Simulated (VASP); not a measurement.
# GaN (F-43m) in VASP: further runs, part 2 of 2

VASP 6.6.1.

## (4) Vibrations by perturbation theory, PBE

This run uses another cell than the first one, of 11.98 Å³/atom, 1.018 times its volume.

INCAR reads:

```
ALGO = Normal
EDIFF = 1E-8
ENCUT = 520
GGA = PE
IBRION = 8
ISIF = 2
ISMEAR = 0
LASPH = T
LCHARG = T
LEPSILON = T
LREAL = F
LWAVE = F
NBANDS = 16
NELM = 60
NSW = 1
PREC = Accurate
SIGMA = 0.01
```

KPOINTS reads:

```
k-points
0
Gamma
  10 10 10
```

POSCAR reads:

```
GaN
1.0
    0.0000000000      2.2880582823      2.2880582823
    2.2880582823      0.0000000000      2.2880582823
    2.2880582823      2.2880582823      0.0000000000
Ga N
1 1
Direct
    0.0000000000      0.0000000000      0.0000000000
    0.7500000000      0.7500000000      0.7500000000
```

Potentials or basis: VASP PAW PBE potentials, release 64 (Ga_d, N).

On the command line:

```bash
cat potpaw_PBE.64/Ga_d/POTCAR potpaw_PBE.64/N/POTCAR > POTCAR
mpirun -np 1 vasp_std > vasp.out
```

OUTCAR:

```text
EDIFF = 1E-8
   ENCUT = 520
   GGA = PE
   IBRION = 8
   ISIF = 2
   ISMEAR = 0
   LASPH = T
   LEPSILON = T
   LREAL = F
   NELM = 60
   NSW = 1
   PREC = Accurate

 ion  position               nearest neighbor table
   1  0.000  0.000  0.000-   2 1.98   2 1.98   2 1.98   2 1.98
   2  0.750  0.750  0.750-   1 1.98   1 1.98   1 1.98   1 1.98

  LATTYP: Found a face centered cubic cell.
 ALAT       =     4.5761165646

  Lattice vectors:

 A1 = (   0.0000000000,   2.2880582823,   2.2880582823)
 A2 = (   2.2880582823,   0.0000000000,   2.2880582823)
 A3 = (   2.2880582823,   2.2880582823,   0.0000000000)

Analysis of symmetry for initial positions (statically):
=====================================================================
 Subroutine PRICEL returns:
 Original cell was already a primitive cell.

 Routine SETGRP: Setting up the symmetry group for a
[... 754 lines left out ...]

 SECOND DERIVATIVES (NOT SYMMETRIZED)
 ------------------------------------
               1X          1Y          1Z          2X          2Y          2Z
  1X   -10.678648    0.000000    0.000000   10.678648    0.000000    0.000000
  1Y     0.000000  -10.678648    0.000000    0.000000   10.678648    0.000000
  1Z     0.000000    0.000000  -10.678648    0.000000    0.000000   10.678648
  2X    10.687983    0.000000    0.000000  -10.687983    0.000000    0.000000
  2Y     0.000000   10.687983    0.000000    0.000000  -10.687983    0.000000
  2Z     0.000000    0.000000   10.687983    0.000000    0.000000  -10.687983

 Eigenvectors and eigenvalues of the dynamical matrix
 ----------------------------------------------------

   1 f  =   14.966640 THz    94.038174 2PiTHz  499.233382 cm-1    61.897023 meV
             X         Y         Z           dx          dy          dz
      0.000000  0.000000  0.000000     0.000000    0.408787    0.000000
      3.432087  3.432087  3.432087     0.000000   -0.912630    0.000000
[... 21 lines left out ...]
   6 f/i=    0.002439 THz     0.015327 2PiTHz    0.081371 cm-1     0.010089 meV
             X         Y         Z           dx          dy          dz
      0.000000  0.000000  0.000000     0.000000    0.000000    0.912630
      3.432087  3.432087  3.432087     0.000000    0.000000    0.408787

--------------------------------------------------------------------------------------------------------

 MACROSCOPIC STATIC DIELECTRIC TENSOR IONIC CONTRIBUTION
 ------------------------------------------------------
           5.131955    -0.000000    -0.000000
          -0.000000     5.131955    -0.000000
          -0.000000    -0.000000     5.131955
 ------------------------------------------------------

 ELASTIC MODULI CONTR FROM IONIC RELAXATION (kBar)
 Direction    XX          YY          ZZ          XY          YZ          ZX
 --------------------------------------------------------------------------------
 XX          -0.0000     -0.0000      0.0000      0.0000     -0.0000     -0.0000
 YY          -0.0000     -0.0000     -0.0000      0.0000      0.0000     -0.0000
 ZZ           0.0000     -0.0000     -0.0000     -0.0000      0.0000     -0.0000
 XY           0.0000      0.0000     -0.0000   -212.9529      0.0000      0.0000
 YZ          -0.0000      0.0000      0.0000      0.0000   -212.9529      0.0000
 ZX          -0.0000     -0.0000     -0.0000      0.0000      0.0000   -212.9529
 --------------------------------------------------------------------------------

 PIEZOELECTRIC TENSOR IONIC CONTR  for field in x, y, z        (C/m^2)
          XX          YY          ZZ          XY          YZ          ZX
  --------------------------------------------------------------------------------
  x    -0.00000     0.00000     0.00000     0.00000    -0.98368     0.00000
  y    -0.00000    -0.00000    -0.00000     0.00000     0.00000    -0.98368
  z     0.00000     0.00000    -0.00000    -0.98368     0.00000     0.00000
```

OSZICAR:

```text
N       E                     dE             d eps       ncg     rms          rms(c)
DAV:   1     0.855605089269E+02    0.85561E+02   -0.92979E+03  1624   0.196E+03
DAV:   2    -0.779705898409E+01   -0.93358E+02   -0.87406E+02  1736   0.336E+02
[... 180 lines left out ...]
RMM:   7    -0.232440101577E+00    0.23958E-04   -0.83278E-08 11055   0.249E-03    0.972E-05
RMM:   8    -0.232441910028E+00   -0.18085E-05    0.81622E-11 10985   0.581E-04    0.415E-05
RMM:   9    -0.232441755098E+00    0.15493E-06   -0.50571E-10 10983   0.187E-04    0.640E-06
RMM:  10    -0.232441678647E+00    0.76452E-07    0.21699E-11 11370   0.519E-05    0.373E-06
RMM:  11    -0.232441713012E+00   -0.34365E-07   -0.11577E-10 10967   0.168E-05    0.725E-07
RMM:  12    -0.232441718646E+00   -0.56342E-08   -0.21539E-12 10286   0.580E-06    0.255E-07
 Linear response finished
```

Wall time 5.6 min (1 thread of Intel Xeon Platinum 8488C (Sapphire Rapids), shared host); peak memory 0.28 GiB.

Results:

```yaml
Electronic_dielectric_tensor_diagonal: 6.43
Born_charges_mean_of_the_diagonal: Ga +2.69; N -2.69 e
Highest_phonon_frequency_at_Γ_LO-TO_splitting_left_out: 499 cm⁻¹
```

Phonon frequencies in cm⁻¹ (negative: imaginary):
| q point | frequencies |
| --- | --- |
| (0.000, 0.000, 0.000) | 0 0 0 499 499 499 |

Electronic dielectric tensor:
```
6.43 0.00 0.00
0.00 6.43 0.00
0.00 0.00 6.43
```

Born effective charge tensors (e):
atom 1, Ga
```
2.69 0.00 0.00
0.00 2.69 0.00
0.00 0.00 2.69
```
atom 2, N
```
-2.69  0.00  0.00
 0.00 -2.69  0.00
 0.00  0.00 -2.69
```

Caveat: the cell wasn't relaxed at this level first, which shifts response properties.

## (5) Vibrations by perturbation theory, PBE

This run uses another cell than the first one, of 11.70 Å³/atom, 0.994 times its volume.

INCAR reads:

```
SYSTEM = GaN
PREC     = Accurate       ! precision mode
ENCUT    = 520            ! plane-wave cutoff, eV
EDIFF    = 1E-8           ! SCF threshold, eV
ISMEAR   = 0              ! smearing method
SIGMA    = 0.01           ! smearing width, eV
LREAL    = .False.        ! projectors in reciprocal space
LASPH    = .True.         ! aspherical terms in the spheres
NELM     = 80             ! most SCF steps
ALGO     = Normal         ! electronic algorithm
ISIF     = 2              ! what is computed and relaxed
LWAVE    = .False.        ! write WAVECAR
LCHARG   = .False.        ! write CHGCAR
GGA      = PE             ! functional
NBANDS   = 16             ! bands
IBRION   = 8              ! ionic algorithm
NSW      = 1              ! ionic steps
LEPSILON = .True.         ! dielectric tensor by DFPT
```

KPOINTS reads:

```
regular mesh
0
Gamma
  10 10 10
  0 0 0
```

POSCAR reads:

```
GaN
1.0
    0.0000000000      2.2699122504      2.2699122504
    2.2699122504      0.0000000000      2.2699122504
    2.2699122504      2.2699122504      0.0000000000
Ga N
1 1
Direct
    0.0000000000      0.0000000000      0.0000000000
    0.7500000000      0.7500000000      0.7500000000
```

Potentials or basis: VASP PAW PBE potentials, release 64 (Ga_d, N).

On the command line:

```bash
cat potpaw_PBE.64/Ga_d/POTCAR potpaw_PBE.64/N/POTCAR > POTCAR
mpirun -np 1 vasp_std > vasp.out
```

OUTCAR:

```text
SYSTEM = GaN
   PREC = Accurate
   ENCUT = 520
   EDIFF = 1E-8
   ISMEAR = 0
   LREAL = .False.
   LASPH = .True.
   NELM = 80
   ISIF = 2
   GGA = PE
   IBRION = 8
   NSW = 1
   LEPSILON = .True.

 ion  position               nearest neighbor table
   1  0.000  0.000  0.000-   2 1.97   2 1.97   2 1.97   2 1.97
   2  0.750  0.750  0.750-   1 1.97   1 1.97   1 1.97   1 1.97

  LATTYP: Found a face centered cubic cell.
 ALAT       =     4.5398245008

  Lattice vectors:

 A1 = (   0.0000000000,   2.2699122504,   2.2699122504)
 A2 = (   2.2699122504,   0.0000000000,   2.2699122504)
 A3 = (   2.2699122504,   2.2699122504,   0.0000000000)

Analysis of symmetry for initial positions (statically):
=====================================================================
 Subroutine PRICEL returns:
 Original cell was already a primitive cell.

 Routine SETGRP: Setting up the symmetry group for a
 face centered cubic supercell.

 Subroutine GETGRP returns: Found 24 space group operations
 (whereof 24 operations were pure point group operations)
 out of a pool of 48 trial point group operations.

The static configuration has the point symmetry T_d .

Analysis of symmetry for dynamics (positions and initial velocities):
=====================================================================
 Subroutine PRICEL returns:
 Original cell was already a primitive cell.

 Routine SETGRP: Setting up the symmetry group for a
 face centered cubic supercell.
[... 714 lines left out ...]

 PIEZOELECTRIC TENSOR (including local field effects)  for field in x, y, z        (C/m^2)
          XX          YY          ZZ          XY          YZ          ZX
  --------------------------------------------------------------------------------
  x     0.00000    -0.00000     0.00000     0.00000     1.03540     0.00000
  y    -0.00000     0.00000     0.00000     0.00000     0.00000     1.03540
  z    -0.00000     0.00000     0.00000     1.03540     0.00000     0.00000

 BORN EFFECTIVE CHARGES (including local field effects) (in |e|, cummulative output)
 ---------------------------------------------------------------------------------
 ion    1
    1     2.68067     0.00000     0.00000
    2     0.00000     2.68067    -0.00000
    3     0.00000     0.00000     2.68067
 ion    2
    1    -2.68067     0.00000     0.00000
    2    -0.00000    -2.68067     0.00000
    3    -0.00000    -0.00000    -2.68067

 INTERNAL STRAIN TENSOR FOR ION    2 for displacements in x,y,z  (eV/Angst):
          X           Y           Z          XY          YZ          ZX
  --------------------------------------------------------------------------------
  x     0.00000     0.00000     0.00000     0.00000     7.29687     0.00000
  y     0.00000     0.00000     0.00000     0.00000     0.00000     7.29687
  z     0.00000     0.00000     0.00000     7.29687     0.00000     0.00000

 SECOND DERIVATIVES (NOT SYMMETRIZED)
 ------------------------------------
               1X          1Y          1Z          2X          2Y          2Z
  1X   -11.431702    0.000000    0.000000   11.431702    0.000000    0.000000
  1Y     0.000000  -11.431702    0.000000    0.000000   11.431702    0.000000
  1Z     0.000000    0.000000  -11.431702    0.000000    0.000000   11.431702
  2X    11.479203    0.000000    0.000000  -11.479203    0.000000    0.000000
  2Y     0.000000   11.479203    0.000000    0.000000  -11.479203    0.000000
  2Z     0.000000    0.000000   11.479203    0.000000    0.000000  -11.479203

 Eigenvectors and eigenvalues of the dynamical matrix
 ----------------------------------------------------

   1 f  =   15.506502 THz    97.430224 2PiTHz  517.241221 cm-1    64.129709 meV
             X         Y         Z           dx          dy          dz
      0.000000  0.000000  0.000000     0.000000    0.408230    0.000000
      3.404868  3.404868  3.404868     0.000000   -0.912879    0.000000
[... 21 lines left out ...]
   6 f/i=    0.011981 THz     0.075278 2PiTHz    0.399638 cm-1     0.049549 meV
             X         Y         Z           dx          dy          dz
      0.000000  0.000000  0.000000     0.000000    0.000000    0.912879
      3.404868  3.404868  3.404868     0.000000    0.000000    0.408230

--------------------------------------------------------------------------------------------------------

 MACROSCOPIC STATIC DIELECTRIC TENSOR IONIC CONTRIBUTION
 ------------------------------------------------------
           4.852705     0.000000     0.000000
           0.000000     4.852705    -0.000000
           0.000000    -0.000000     4.852705
 ------------------------------------------------------

 ELASTIC MODULI CONTR FROM IONIC RELAXATION (kBar)
 Direction    XX          YY          ZZ          XY          YZ          ZX
 --------------------------------------------------------------------------------
 XX          -0.0000     -0.0000     -0.0000      0.0000      0.0000     -0.0000
 YY          -0.0000     -0.0000     -0.0000      0.0000      0.0000      0.0000
 ZZ          -0.0000     -0.0000     -0.0000      0.0000      0.0000     -0.0000
 XY           0.0000      0.0000      0.0000   -293.2893      0.0000      0.0000
 YZ           0.0000      0.0000      0.0000      0.0000   -293.2893      0.0000
 ZX          -0.0000      0.0000     -0.0000      0.0000      0.0000   -293.2893
 --------------------------------------------------------------------------------

 PIEZOELECTRIC TENSOR IONIC CONTR  for field in x, y, z        (C/m^2)
          XX          YY          ZZ          XY          YZ          ZX
  --------------------------------------------------------------------------------
  x     0.00000     0.00000     0.00000     0.00000    -1.12257     0.00000
  y    -0.00000    -0.00000    -0.00000     0.00000    -0.00000    -1.12257
  z     0.00000     0.00000     0.00000    -1.12257    -0.00000    -0.00000
```

stdout:

```text
POSCAR found type information on POSCAR GaN
 POSCAR found :  2 types and       2 ions
 scaLAPACK will be used
 LDA part: xc-table for (Slater+PW92), standard interpolation
 POSCAR, INCAR and KPOINTS ok, starting setup
 FFT: planning ... GRIDC
 FFT: planning ... GRID_SOFT
[... 101 lines left out ...]
 onal to |phi(0)> (1.076406423280024E-004,3.259198466665225E-014)
 LRF_COMMUTATOR internal error: the vector H(1)-e(1) S(1) |phi(0)> is not orthog
 onal to |phi(0)> (-1.051754043899754E-004,-7.842684834891145E-015)
 LRF_COMMUTATOR internal error: the vector H(1)-e(1) S(1) |phi(0)> is not orthog
 onal to |phi(0)> (1.198829592981010E-004,3.566591466608315E-015)
 Linear response to external field (no local field effect), progress :
  Direction:   1
 dielectric tensor                  component  1 :     7.168     2.646     0.671
 Linear response to external field (no local field effect), progress :
  Direction:   2
 dielectric tensor                  component  2 :     2.646     7.331
```

It took 2.7 min on 1 thread of Intel Xeon 6975P-C (Granite Rapids), shared host; peak memory 0.28 GiB.

Results:

| Property | Result |
| --- | --- |
| Electronic dielectric tensor (diagonal) | 6.19 |
| Born charges (mean of the diagonal) | Ga +2.68; N -2.68 e |
| Highest phonon frequency at Γ, LO-TO splitting left out | 517 cm⁻¹ |

Phonon frequencies in cm⁻¹ (negative: imaginary):
| q point | frequencies |
| --- | --- |
| (0.000, 0.000, 0.000) | 0 0 0 517 517 517 |

Electronic dielectric tensor:
```
6.19 0.00 0.00
0.00 6.19 0.00
0.00 0.00 6.19
```

Born effective charge tensors (e):
atom 1, Ga
```
2.68 0.00 0.00
0.00 2.68 0.00
0.00 0.00 2.68
```
atom 2, N
```
-2.68  0.00  0.00
 0.00 -2.68  0.00
 0.00  0.00 -2.68
```

Caveat: the cell wasn't relaxed at this level first, which shifts response properties.
